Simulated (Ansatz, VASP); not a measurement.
## C in VASP and in Ansatz

```
CELL_PARAMETERS angstrom
2.46676 0.00000 0.00000
-1.23338 2.13628 0.00000
0.00000 0.00000 4.01526
ATOMIC_POSITIONS crystal
C 0.66667 0.33333 0.50000
C 0.33333 0.66667 0.50000
```

Alike in both runs: task relaxation of cell and atoms; functional PBE; k mesh 24 × 24 × 14; occupations gaussian, width 0.1 eV; no spin polarisation.

|  | VASP | Ansatz |
| --- | --- | --- |
| version | VASP 6.6.1 | Ansatz 0.2.0 |
| potentials or method | VASP PAW PBE potentials, release 64 (C), cutoff 600 eV | scalar-relativistic, plane waves, PAW |
| valence electrons in the cell | 8 | 8 |

```csv
,VASP,Ansatz,Ansatz less VASP
"gap on the k mesh at the Fermi level, each at its own relaxed structure (eV)",none,none,-
relaxed volume (Å³/atom),10.92,11.65,+0.727
relaxed length of the cell vector where the two differ most in proportion (Å),4.146,4.423,+0.2763
```

A gap of «none» marks a metal or a gap that the smearing closes. One of these differences is far larger than is usual between the two programs; its cause wasn't traced.
